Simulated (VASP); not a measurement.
Write the native input for VASP 6.6.1 that does the following.

```yaml
Task: single point
Functional: HSE06
Potentials_or_basis: VASP PAW PBE potentials, release 64 (Ca_sv, F)
Cutoff: 520 eV
k_mesh: 6 × 6 × 6
Occupations: gaussian, width 0.01 eV
Spin: no spin polarisation
Dipole_correction: no
Grid_for_exact_exchange_PRECFOCK: Normal
Further_INCAR_settings: ALGO = Normal; EDIFF = 1e-06; NBANDS = 19
Share_of_exact_exchange: 0.25
Screening_parameter: 0.2079 1/Å
```

CaF2:

```
Ca F
1.0
     0.00000    2.71959    2.71959
     2.71959    0.00000    2.71959
     2.71959    2.71959    0.00000
Ca F
1 2
Direct
  0.00000 0.00000 0.00000
  0.25000 0.25000 0.25000
  0.75000 0.75000 0.75000
```

One way to write it, as run:

POSCAR

```
CaF2
1.0
    0.0000000000      2.7195928860      2.7195928860
    2.7195928860      0.0000000000      2.7195928860
    2.7195928860      2.7195928860      0.0000000000
Ca F
1 2
Direct
    0.0000000000      0.0000000000      0.0000000000
    0.2500000000      0.2500000000      0.2500000000
    0.7500000000      0.7500000000      0.7500000000
```

INCAR.step1

```
  PREC = Accurate
  ENCUT = 520
  EDIFF = 1E-5
  ISMEAR = 0
  SIGMA = 0.01
  LREAL = False
  LASPH = True
  NELM = 120
  ALGO = Normal
  ISIF = 2
  LWAVE = True
  LCHARG = False
  NBANDS = 19
  GGA = PE
  GGA_COMPAT = False
```

INCAR.step2

```
  PREC = Accurate
  ENCUT = 520
  EDIFF = 1E-6
  ISMEAR = 0
  SIGMA = 0.01
  LREAL = False
  LASPH = True
  NELM = 120
  ALGO = Normal
  ISIF = 2
  LWAVE = False
  LCHARG = False
  GGA = PE
  LHFCALC = True
  HFSCREEN = 0.2079
  PRECFOCK = Normal
  NBANDS = 19
  ISTART = 1
  GGA_COMPAT = False
```

KPOINTS

```
regular mesh
0
Gamma
  6 6 6
```

Potentials or basis: VASP PAW PBE potentials, release 64 (Ca_sv, F).

Launch:

```bash
$ cat potpaw_PBE.64/Ca_sv/POTCAR potpaw_PBE.64/F/POTCAR > POTCAR
$ cp INCAR.step1 INCAR
$ mpirun -np 1 vasp_std > vasp.out
$ cp INCAR.step2 INCAR
$ mpirun -np 1 vasp_std > vasp.out
```

It gave:

* Pressure: 1.8 GPa
* Band gap on the k mesh: 9.42 eV (least direct gap 9.69 eV)

Caveat: the PAW data sets were made with another functional, which shifts forces and pressure a little.

It took 75 min on 1 thread of Intel(R) Xeon(R) Platinum 8259CL CPU @ 2.50GHz (Skylake/Cascade Lake), on a shared host, peak memory 0.3 GiB.
